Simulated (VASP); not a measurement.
# Ni in VASP: single point with PBEsol

Aim: the single point of Ni with PBEsol.

Program: VASP 6.6.1. These are calculated values, not measurements. Logs are shortened: lines on timing, memory, paths and dates and some standing lists are left out, and cuts for length are marked.

## Step 1: The cell of the first run

The cell holds a slab with vacuum, 4 atoms: a = 4.237 Å, b = 4.019 Å, c = 9.814 Å, α = 90.00°, β = 90.00°, γ = 90.00°.

## Step 2: Single point, PBEsol, collinear spin, ferromagnetic start

The input, INCAR:

```
PREC     = Accurate       # precision mode
ENCUT    = 520            # plane-wave cutoff, eV
EDIFF    = 1E-6           # SCF threshold, eV
ISMEAR   = -1             # smearing method
SIGMA    = 0.05           # smearing width, eV
LREAL    = False          # projectors in reciprocal space
LASPH    = True           # aspherical terms in the spheres
NELM     = 150            # most SCF steps
ALGO     = Normal         # electronic algorithm
ISIF     = 2              # what is computed and relaxed
LWAVE    = False          # write WAVECAR
LCHARG   = False          # write CHGCAR
ISPIN    = 2              # spin polarisation
MAGMOM   = 1 1 1 1        # initial moments
LORBIT   = 11             # projections on sites
LMAXMIX  = 4              # l up to which the mixer works
LDIPOL   = True         
IDIPOL   = 3            
DIPOL    = 0.5 0.5 0.500
GGA      = PS             # functional
NBANDS   = 32             # bands
```

The input, KPOINTS:

```
Automatic mesh
0
Gamma
  10 10 1
```

The input, POSCAR:

```
Ni
1.0
    4.2368467844      0.0000000000      0.0000000000
    0.0000000000      4.0185732436      0.0000000000
    0.0000000000      0.0000000000      9.8137000000
Ni
4
Direct
    0.1036279752      0.7500000000      0.4585435970
    0.3963720248      0.2500000000      0.4585435970
    0.6036274253      0.7500000000      0.5414564030
    0.8963725747      0.2500000000      0.5414564030
```

Potentials or basis: VASP PAW PBE potentials, release 64 (Ni).

On the command line:

```sh
> cat potpaw_PBE.64/Ni/POTCAR > POTCAR
> mpirun -np 1 vasp_std > vasp.out
```

OUTCAR:

```text
PREC = Accurate
   ENCUT = 520
   EDIFF = 1E-6
   ISMEAR = -1
   LREAL = False
   LASPH = True
   NELM = 150
   ISIF = 2
   ISPIN = 2
   LORBIT = 11
   GGA = PS

 ion  position               nearest neighbor table
   1  0.104  0.750  0.459-   3 2.27   3 2.27   4 2.34   4 2.34   2 2.36   2 2.36
   2  0.396  0.250  0.459-   4 2.27   4 2.27   3 2.34   3 2.34   1 2.36   1 2.36
   3  0.604  0.750  0.541-   1 2.27   1 2.27   2 2.34   2 2.34   4 2.36   4 2.36
   4  0.896  0.250  0.541-   2 2.27   2 2.27   1 2.34   1 2.34   3 2.36   3 2.36

  LATTYP: Found a simple orthorhombic cell.
 ALAT       =     4.0185732436
 B/A-ratio  =     1.0543161783
 C/A-ratio  =     2.4420856371

  Lattice vectors:

 A1 = (   0.0000000000,  -4.0185732436,   0.0000000000)
 A2 = (   4.2368467844,   0.0000000000,   0.0000000000)
 A3 = (   0.0000000000,   0.0000000000,   9.8137000000)

Analysis of symmetry for initial positions (statically):
=====================================================================
 Subroutine PRICEL returns:
 Original cell was already a primitive cell.

 Routine SETGRP: Setting up the symmetry group for a
 simple orthorhombic supercell.

 Subroutine GETGRP returns: Found  8 space group operations
 (whereof  2 operations were pure point group operations)
 out of a pool of  8 trial point group operations.

The static configuration has the point symmetry S_2 .
 The point group associated with its full space group is D_2h.

Analysis of symmetry for dynamics (positions and initial velocities):
=====================================================================
 Subroutine PRICEL returns:
 Original cell was already a primitive cell.

 Routine SETGRP: Setting up the symmetry group for a
 simple orthorhombic supercell.

 Subroutine GETGRP returns: Found  8 space group operations
 (whereof  2 operations were pure point group operations)
 out of a pool of  8 trial point group operations.

The dynamic configuration has the point symmetry S_2 .
 The point group associated with its full space group is D_2h.

Analysis of structural, dynamic, and magnetic symmetry:
=====================================================================
 Subroutine PRICEL returns:
 Original cell was already a primitive cell.

 Routine SETGRP: Setting up the symmetry group for a
 simple orthorhombic supercell.

 Subroutine GETGRP returns: Found  8 space group operations
 (whereof  2 operations were pure point group operations)
[... 137 lines left out ...]
   LRPA    =     F    only Hartree local field effects (RPA)
 spin polarized calculation
  energy-cutoff  :      520.00
  volume of cell :      167.09
 maximum number of plane-waves:      4576
 NGX is ok and might be reduce to    32
   NGX = 15   NGY = 15   NGZ = 37

 number of electron      40.0000014 magnetization       2.9133015

 dipolmoment           0.000000      0.000000      0.000000 electrons x Angstroem

 Free energy of the ion-electron system (eV)
  ---------------------------------------------------
  ext. energy  EPLUGINS =         0.00000000
  ---------------------------------------------------
  free energy    TOTEN  =       -19.27943201 eV

  energy without entropy =      -19.21333140  energy(sigma->0) =      -19.24638170

 E-fermi :  -1.1382     XC(G=0):  -5.1696

 val. band max:       -1.1515544112   @ k =   0.2000   0.4000   0.0000
 cond. band min:      -1.1372394362   @ k =   0.4000   0.4000   0.0000
 fundamental gap:      0.0143149750
 Fermi energy:        -1.1382347790

 spin component 1

 k-point     1 :       0.0000    0.0000    0.0000
  band No.  band energies     occupation
      1      -7.5515      1.00000
      2      -5.1111      1.00000
      3      -4.8145      1.00000
      4      -4.0590      1.00000
      5      -3.9942      1.00000
      6      -3.8866      1.00000
[... 829 lines left out ...]
     31       8.5474      0.00000
     32       8.5474      0.00000

 [... further k-points ...]

 spin component 2

 k-point     1 :       0.0000    0.0000    0.0000
  band No.  band energies     occupation
      1      -7.5100      1.00000
      2      -4.4844      1.00000
      3      -4.1465      1.00000
      4      -3.4554      1.00000
      5      -3.4336      1.00000
      6      -3.1895      1.00000
[... 829 lines left out ...]
     31       8.4941      0.00000
     32       8.4941      0.00000

 [... further k-points ...]

------------------------ aborting loop because EDIFF is reached ----------------------------------------

 vacuum level on the upper side and lower side of the slab       (xc-potential included)        -0.629        -0.629

  FORCE on cell =-STRESS in cart. coord.  units (eV):
  Direction    XX          YY          ZZ          XY          YZ          ZX
  --------------------------------------------------------------------------------------
  -------------------------------------------------------------------------------------
  Total       -0.6346981     -1.3448310      0.0418911      0.0000000      0.0000000      0.0000000
  in kB       -6.0859776    -12.8952832      0.4016844      0.0000000      0.0000000      0.0000000
  external PRESSURE =      -6.1931921 kB  Pullay stress =       0.0000000 kB

 VOLUME and BASIS-vectors are now :
 -----------------------------------------------------------------------------
  energy-cutoff  :      520.00
  volume of cell :      167.09
      direct lattice vectors                 reciprocal lattice vectors
     4.236846784  0.000000000  0.000000000     0.236024584  0.000000000  0.000000000
     0.000000000  4.018573244  0.000000000     0.000000000  0.248844537  0.000000000
     0.000000000  0.000000000  9.813700000     0.000000000  0.000000000  0.101898367

 POSITION                                       TOTAL-FORCE (eV/Angst)
 -----------------------------------------------------------------------------------
      0.43906      3.01393      4.50001        -0.009506      0.000000     -0.024404
      1.67937      1.00464      4.50001         0.009506      0.000000     -0.024404
      2.55748      3.01393      5.31369        -0.009506      0.000000      0.024404
      3.79779      1.00464      5.31369         0.009506      0.000000      0.024404
 -----------------------------------------------------------------------------------
    total drift:                                0.000031     -0.000003     -0.000112

  FREE ENERGIE OF THE ION-ELECTRON SYSTEM (eV)
  ---------------------------------------------------
  free  energy   TOTEN  =       -19.2794320105 eV

  energy  without entropy=      -19.2133313986  energy(sigma->0) =      -19.24638170

 vacuum level on the upper side and lower side of the slab         3.143         3.143

 total charge

# of ion       s       p       d       tot
------------------------------------------
    1        0.551   0.379   8.334   9.263
    2        0.551   0.379   8.334   9.263
    3        0.551   0.379   8.334   9.263
    4        0.551   0.379   8.334   9.263
--------------------------------------------------
tot          2.202   1.515  33.334  37.051

 magnetization (x)

# of ion       s       p       d       tot
------------------------------------------
    1       -0.010  -0.019   0.779   0.750
    2       -0.010  -0.019   0.779   0.750
    3       -0.010  -0.019   0.779   0.750
    4       -0.010  -0.019   0.779   0.750
--------------------------------------------------
tot         -0.041  -0.078   3.117   2.999
```

OSZICAR:

```text
N       E                     dE             d eps       ncg     rms          rms(c)
DAV:   1     0.249838257752E+03    0.24984E+03   -0.16860E+04  4608   0.122E+03
DAV:   2    -0.896576772908E+01   -0.25880E+03   -0.24296E+03  4672   0.266E+02
DAV:   3    -0.224846592282E+02   -0.13519E+02   -0.13236E+02  5448   0.878E+01
[... 13 lines left out ...]
DAV:  17    -0.192793138412E+02   -0.25671E-03   -0.42754E-05  4760   0.494E-02    0.141E-02
DAV:  18    -0.192794170517E+02   -0.10321E-03   -0.22952E-05  4736   0.326E-02    0.481E-03
DAV:  19    -0.192794275990E+02   -0.10547E-04   -0.25947E-06  4520   0.131E-02    0.247E-03
DAV:  20    -0.192794314178E+02   -0.38188E-05   -0.86582E-07  3880   0.653E-03    0.215E-03
DAV:  21    -0.192794320105E+02   -0.59269E-06   -0.13095E-07  3568   0.346E-03
   1 F= -.19279432E+02 E0= -.19246382E+02  d E =-.661006E-01  mag=     2.9133
```

Run time: 14 min. Hardware: 1 thread of Intel Xeon 8259CL, shared host; peak memory 0.48 GiB.

What came out:

| Item | Value |
| --- | --- |
| Free energy | -19.2794 eV |
| Largest force | 0.026 eV/Å |
| Net moment | 2.91 μB per cell |
| Site moments | Ni +0.75 μB |
| Valence electrons inside the program's atomic spheres | Ni 9.26 |

Forces on the atoms (eV/Å):
```
Ni  -0.010  0.000 -0.024
Ni   0.010  0.000 -0.024
Ni  -0.010  0.000  0.024
Ni   0.010  0.000  0.024
```

Levels at points of the mesh, in eV from the Fermi level:
Spin up:
| k point | band 18 | band 19 | band 20 | band 21 | band 22 | band 23 | band 24 | band 25 |
| --- | --- | --- | --- | --- | --- | --- | --- | --- |
| (0.00, 0.00, 0.00) | -0.99 | -0.99 | -0.85 | -0.22 | 0.14 | 2.71 | 3.77 | 3.91 |
| (0.50, 0.00, 0.00) | -0.94 | -0.88 | -0.88 | -0.54 | -0.54 | 2.58 | 2.58 | 5.99 |
| (0.00, 0.50, 0.00) | -1.20 | -0.72 | -0.72 | -0.42 | -0.42 | 2.80 | 2.80 | 4.32 |
| (0.50, 0.50, 0.00) | -0.63 | -0.63 | -0.63 | 0.16 | 0.16 | 0.16 | 0.16 | 4.98 |
Spin down:
| k point | band 16 | band 17 | band 18 | band 19 | band 20 | band 21 | band 22 | band 23 |
| --- | --- | --- | --- | --- | --- | --- | --- | --- |
| (0.00, 0.00, 0.00) | -0.60 | -0.38 | -0.35 | -0.17 | 0.02 | 0.29 | 0.65 | 2.80 |
| (0.50, 0.00, 0.00) | -0.61 | -0.16 | -0.16 | -0.08 | -0.08 | 0.29 | 0.29 | 2.73 |
| (0.00, 0.50, 0.00) | -0.49 | -0.47 | -0.47 | 0.13 | 0.13 | 0.43 | 0.43 | 2.93 |
| (0.50, 0.50, 0.00) | -0.43 | 0.24 | 0.24 | 0.24 | 0.24 | 0.72 | 0.72 | 0.72 |

Caveat: the PAW data sets were made with another functional, which shifts forces and pressure a little.
